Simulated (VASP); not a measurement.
# MoS2 (R3m) in VASP: further runs, part 2 of 2

VASP 6.6.1. The steps go on from the part before.

## 4. Single point, LDA

This run uses another cell than the first one, of 16.66 Å³/atom, 0.641 times its volume.

The input, INCAR:

```
SYSTEM = MoS2
PREC     = Accurate       ! precision mode
ENCUT    = 520            ! plane-wave cutoff, eV
EDIFF    = 1E-6           ! SCF threshold, eV
ISMEAR   = -1             ! smearing method
SIGMA    = 0.05           ! smearing width, eV
LREAL    = .FALSE.        ! projectors in reciprocal space
LASPH    = .TRUE.         ! aspherical terms in the spheres
NELM     = 100            ! most SCF steps
ALGO     = Normal         ! electronic algorithm
ISIF     = 2              ! what is computed and relaxed
LWAVE    = .FALSE.        ! write WAVECAR
LCHARG   = .TRUE.         ! write CHGCAR
GGA      = CA             ! functional
LELF     = .TRUE.         ! ELF
LVHAR    = .TRUE.       
NBANDS   = 20             ! bands
```

The input, KPOINTS:

```
regular mesh
0
G
  10 10 10
  0 0 0
```

The input, POSCAR:

```
MoS2
1.0
    1.5477460518      0.8935915996      6.0244545686
   -1.5477460518      0.8935915996      6.0244545686
    0.0000000000     -1.7871831992      6.0244545686
Mo S
1 2
Direct
    0.0000000000      0.0000000000      0.0000000000
    0.4170000000      0.4170000000      0.4170000000
    0.2500000000      0.2500000000      0.2500000000
```

Potentials or basis: VASP PAW LDA potentials, release 64 (Mo_sv, S).

Launch:

```
$ cat potpaw_LDA.64/Mo_sv/POTCAR potpaw_LDA.64/S/POTCAR > POTCAR
$ mpirun -np 1 vasp_std > vasp.out
```

OUTCAR:

```text
SYSTEM = MoS2
   PREC = Accurate
   ENCUT = 520
   EDIFF = 1E-6
   ISMEAR = -1
   LREAL = .FALSE.
   LASPH = .TRUE.
   NELM = 100
   ISIF = 2
   GGA = CA

 ion  position               nearest neighbor table
   1  0.000  0.000  0.000-   3 2.34   3 2.34   3 2.34   2 2.34   2 2.34   2 2.34
   2  0.417  0.417  0.417-   1 2.34   1 2.34   1 2.34
   3  0.250  0.250  0.250-   1 2.34   1 2.34   1 2.34

  LATTYP: Found a trigonal (rhomboedric) cell.
 ALAT       =     6.2839539016
 COS(alpha) =     0.8786713335

  Lattice vectors:

 A1 = (   1.5477460518,   0.8935915996,   6.0244545686)
 A2 = (  -1.5477460518,   0.8935915996,   6.0244545686)
 A3 = (   0.0000000000,  -1.7871831992,   6.0244545686)

Analysis of symmetry for initial positions (statically):
=====================================================================
 Subroutine PRICEL returns:
 Original cell was already a primitive cell.

 Routine SETGRP: Setting up the symmetry group for a
 trigonal (rhombohedral) supercell.

 Subroutine GETGRP returns: Found  6 space group operations
 (whereof  6 operations were pure point group operations)
 out of a pool of 12 trial point group operations.

The static configuration has the point symmetry C_3v.
[... 161 lines left out ...]

 E-fermi :   8.7973     XC(G=0): -11.4251

 val. band max:        8.4291870571   @ k =   0.5000   0.5000   0.5000
 cond. band min:       9.2542450197   @ k =  -0.2000   0.2000   0.0000
 fundamental gap:      0.8250579626
 Fermi energy:         8.7973144531

 k-point     1 :       0.0000    0.0000    0.0000
  band No.  band energies     occupation
      1     -52.8358      2.00000
      2     -27.2745      2.00000
      3     -26.9498      2.00000
      4     -26.9498      2.00000
      5      -7.1295      2.00000
      6      -5.1607      2.00000
[... 541 lines left out ...]
     19      16.1587      0.00000
     20      17.0924      0.00000

 [... further k-points ...]

------------------------ aborting loop because EDIFF is reached ----------------------------------------

  FORCE on cell =-STRESS in cart. coord.  units (eV):
  Direction    XX          YY          ZZ          XY          YZ          ZX
  --------------------------------------------------------------------------------------
  -------------------------------------------------------------------------------------
  Total        2.2650926      2.2650926      3.4010591      0.0000000      0.0000000      0.0000000
  in kB       72.5920033     72.5920033    108.9976155      0.0000000      0.0000000      0.0000000
  external PRESSURE =      84.7272074 kB  Pullay stress =       0.0000000 kB

 VOLUME and BASIS-vectors are now :
 -----------------------------------------------------------------------------
  energy-cutoff  :      520.00
  volume of cell :       49.99
      direct lattice vectors                 reciprocal lattice vectors
     1.547746052  0.893591600  6.024454569     0.323050412  0.186513242  0.055330043
    -1.547746052  0.893591600  6.024454569    -0.323050412  0.186513242  0.055330043
     0.000000000 -1.787183199  6.024454569     0.000000000 -0.373026485  0.055330043

 POSITION                                       TOTAL-FORCE (eV/Angst)
 -----------------------------------------------------------------------------------
      0.00000      0.00000      0.00000         0.000000      0.000000      0.095467
      0.00000      0.00000      7.53659         0.000000      0.000000      1.137978
      0.00000      0.00000      4.51834         0.000000      0.000000     -1.233445
 -----------------------------------------------------------------------------------
    total drift:                                0.000000     -0.000000      0.000050

  FREE ENERGIE OF THE ION-ELECTRON SYSTEM (eV)
  ---------------------------------------------------
  free  energy   TOTEN  =       -24.4042968984 eV

  energy  without entropy=      -24.4042946658  energy(sigma->0) =      -24.40429578
```

OSZICAR:

```text
N       E                     dE             d eps       ncg     rms          rms(c)
DAV:   1     0.191980760292E+03    0.19198E+03   -0.13388E+04  4640   0.124E+03
DAV:   2    -0.174281286326E+02   -0.20941E+03   -0.20344E+03  5352   0.330E+02
DAV:   3    -0.256689147191E+02   -0.82408E+01   -0.81608E+01  5736   0.613E+01
DAV:   4    -0.257666255139E+02   -0.97711E-01   -0.97636E-01  5528   0.697E+00
DAV:   5    -0.257681002296E+02   -0.14747E-02   -0.14746E-02  5884   0.854E-01    0.296E+01
DAV:   6    -0.246788719186E+02    0.10892E+01   -0.75880E+00  5244   0.190E+01    0.945E+00
DAV:   7    -0.245010103130E+02    0.17786E+00   -0.25557E+00  5056   0.106E+01    0.712E+00
DAV:   8    -0.244062346882E+02    0.94776E-01   -0.45740E-01  5488   0.462E+00    0.150E+00
DAV:   9    -0.244050151552E+02    0.12195E-02   -0.14663E-02  5320   0.830E-01    0.434E-01
DAV:  10    -0.244043095545E+02    0.70560E-03   -0.43524E-03  5276   0.451E-01    0.889E-02
DAV:  11    -0.244042958388E+02    0.13716E-04   -0.30364E-04  5352   0.128E-01    0.279E-02
DAV:  12    -0.244042955332E+02    0.30564E-06   -0.11536E-05  5412   0.220E-02    0.121E-02
DAV:  13    -0.244042968881E+02   -0.13550E-05   -0.21235E-06  4944   0.966E-03    0.431E-03
DAV:  14    -0.244042968984E+02   -0.10296E-07   -0.21148E-07  2836   0.299E-03
   1 F= -.24404297E+02 E0= -.24404296E+02  d E =-.223260E-05
```

Run time: 17 min. Hardware: 1 thread of AMD EPYC 7R13 (Zen 3), shared host; peak memory 0.28 GiB.

Results:

* Free energy: -24.4043 eV
* Pressure: 8.5 GPa
* Largest force: 1.233 eV/Å
* Band gap on the k mesh: 0.82 eV, indirect (least direct gap 2.13 eV)

Forces in eV/Å, atoms in the order of the input:
```
Mo   0.000  0.000  0.095
S    0.000  0.000  1.138
S    0.000  0.000 -1.233
```

Stress tensor (GPa, compression positive):
```
 7.26  0.00  0.00
 0.00  7.26  0.00
 0.00  0.00 10.90
```

Caveat: forces of over 1 eV/Å act on the atoms, so gaps and moduli don't describe the material at rest. A k mesh can miss the band edges.

## 5. Single point, PBEsol

This run uses another cell than the first one, of 16.66 Å³/atom, 0.641 times its volume.

The input, INCAR:

```
SYSTEM = MoS2
PREC = Accurate ; ENCUT = 520
EDIFF = 1E-6 ; ISMEAR = -1
SIGMA = 0.05 ; LREAL = .FALSE.
LASPH = .TRUE. ; NELM = 60
ALGO = Normal ; ISIF = 2
LWAVE = .FALSE. ; LCHARG = .FALSE.
GGA = PS ; NBANDS = 20
```

KPOINTS is that of step 4.

POSCAR is that of step 4.

Potentials or basis: VASP PAW PBE potentials, release 64 (Mo_sv, S).

Launch:

```
$ cat potpaw_PBE.64/Mo_sv/POTCAR potpaw_PBE.64/S/POTCAR > POTCAR
$ mpirun -np 1 vasp_std > vasp.out
```

Wall time 11 min (1 thread of AMD EPYC 7R13 (Zen 3), shared host); peak memory 0.33 GiB.

It converged, with:

| Quantity | Value |
| --- | --- |
| Free energy | -23.3323 eV |
| Pressure | 11.4 GPa |
| Largest force | 1.412 eV/Å |
| Band gap on the k mesh | 0.86 eV, indirect (least direct gap 2.13 eV) |

Forces in eV/Å, atoms in the order of the input:
```
Mo   0.000  0.000  0.098
S    0.000  0.000  1.314
S    0.000  0.000 -1.412
```

Stress tensor (GPa, compression positive):
```
 9.97  0.00  0.00
 0.00  9.97  0.00
 0.00  0.00 14.16
```

Levels at points of the mesh, in eV from the valence-band top:
| k point | band 10 | band 11 | band 12 | band 13 | band 14 | band 15 | band 16 | band 17 |
| --- | --- | --- | --- | --- | --- | --- | --- | --- |
| (0.00, 0.00, 0.00) | -2.55 | -2.55 | -1.46 | -1.31 | 2.09 | 2.09 | 2.64 | 2.64 |
| (0.50, 0.00, 0.00) | -4.41 | -2.51 | -1.75 | -1.70 | 1.67 | 2.10 | 3.57 | 3.70 |
| (0.50, 0.50, 0.00) | -4.33 | -3.16 | -1.95 | -1.49 | 1.61 | 2.26 | 3.05 | 4.21 |
| (0.50, 0.50, 0.50) | -3.82 | -2.52 | -2.52 | 0.00 | 2.20 | 2.20 | 2.48 | 2.48 |

Caveat: the PAW data sets were made with another functional, which shifts forces and pressure a little. A k mesh can miss the band edges.

## 6. Single point, LDA

This run uses another cell than the first one, of 17.02 Å³/atom, 0.655 times its volume.

The input, INCAR:

```
SYSTEM = MoS2
PREC = Accurate
ENCUT = 520
EDIFF = 1E-7
ISMEAR = -1
SIGMA = 0.05
LREAL = .FALSE.
LASPH = .TRUE.
NELM = 60
ALGO = Normal
ISIF = 2
LWAVE = .FALSE.
LCHARG = .TRUE.
LELF = .TRUE.
LVHAR = .TRUE.
NBANDS = 20
```

The input, KPOINTS:

```
Automatic mesh
0
G
  10 10 10
  0 0 0
```

The input, POSCAR:

```
MoS2
1.0
    1.5586460310      0.8998847055      6.0668817029
   -1.5586460310      0.8998847055      6.0668817029
    0.0000000000     -1.7997694111      6.0668817029
Mo S
1 2
Direct
    0.0000000000      0.0000000000      0.0000000000
    0.4170000000      0.4170000000      0.4170000000
    0.2500000000      0.2500000000      0.2500000000
```

Potentials or basis: VASP PAW LDA potentials, release 64 (Mo_sv, S).

Launch:

```
$ cat potpaw_LDA.64/Mo_sv/POTCAR potpaw_LDA.64/S/POTCAR > POTCAR
$ mpirun -np 1 vasp_std > vasp.out
```

Wall time 12 min (1 thread of AMD EPYC 7R13 (Zen 3), shared host); peak memory 0.29 GiB.

Results (log left out):

```yaml
Free_energy: -24.4476 eV
Pressure: 4.5 GPa
Largest_force: 0.825 eV/Å
Band_gap_on_the_k_mesh: 0.85 eV, indirect (least direct gap 2.07 eV)
```

Forces on the atoms (eV/Å):
```
Mo   0.000  0.000  0.091
S    0.000  0.000  0.734
S    0.000  0.000 -0.825
```

Stress tensor (GPa, compression positive):
```
3.41 0.00 0.00
0.00 3.41 0.00
0.00 0.00 6.63
```

Levels at points of the mesh, in eV from the valence-band top:
```
           k point  band 9  band 10  band 11  band 12  band 13  band 14  band 15  band 16  band 17  band 18
(0.00, 0.00, 0.00)   -3.70    -2.49    -2.49    -1.40    -1.28     2.05     2.05     2.55     2.55     5.52
(0.50, 0.00, 0.00)   -5.33    -4.30    -2.44    -1.72    -1.64     1.61     2.04     3.49     3.60     5.16
(0.50, 0.50, 0.00)   -5.02    -4.22    -3.08    -1.91    -1.43     1.56     2.19     2.99     4.09     5.94
(0.50, 0.50, 0.50)   -3.72    -3.72    -2.46    -2.46     0.00     2.15     2.15     2.41     2.41     5.55
```

A k mesh can miss the band edges.

## 7. The runs side by side

| level | potentials or basis | cell | gap on the mesh (eV) | pressure (GPa) | largest force (eV/Å) |
| --- | --- | --- | --- | --- | --- |
| revPBE | VASP PAW PBE potentials, release 64 (Mo_sv, S) | a = 8.965 Å, angles 20.6°, 3 atoms | 1.66 | -0.1 | 0.02 |
| r2SCAN | VASP PAW PBE potentials, release 64 (Mo_sv, S) | a = 6.751 Å, angles 27.3°, 3 atoms | 1.29 | 0.1 | - |
| LDA | VASP PAW LDA potentials, release 64 (Mo_sv, S) | a = 6.284 Å, angles 28.5°, 3 atoms | 0.82 | 8.5 | 1.23 |
| PBEsol | VASP PAW PBE potentials, release 64 (Mo_sv, S) | a = 6.284 Å, angles 28.5°, 3 atoms | 0.86 | 11.4 | 1.41 |
| LDA | VASP PAW LDA potentials, release 64 (Mo_sv, S) | a = 6.328 Å, angles 28.5°, 3 atoms | 0.85 | 4.5 | 0.83 |

Alike in all rows: task single point; no spin polarisation; k mesh 10 × 10 × 10; cutoff (eV) 520; smearing fermi-dirac 0.05 eV.

Caveats: the PAW data sets were made with another functional, which shifts forces and pressure a little (some runs); forces of over 1 eV/Å act on the atoms, so gaps and moduli don't describe the material at rest (some runs).

Total energies depend on the potentials used, so only differences within one code and one set of settings carry meaning.
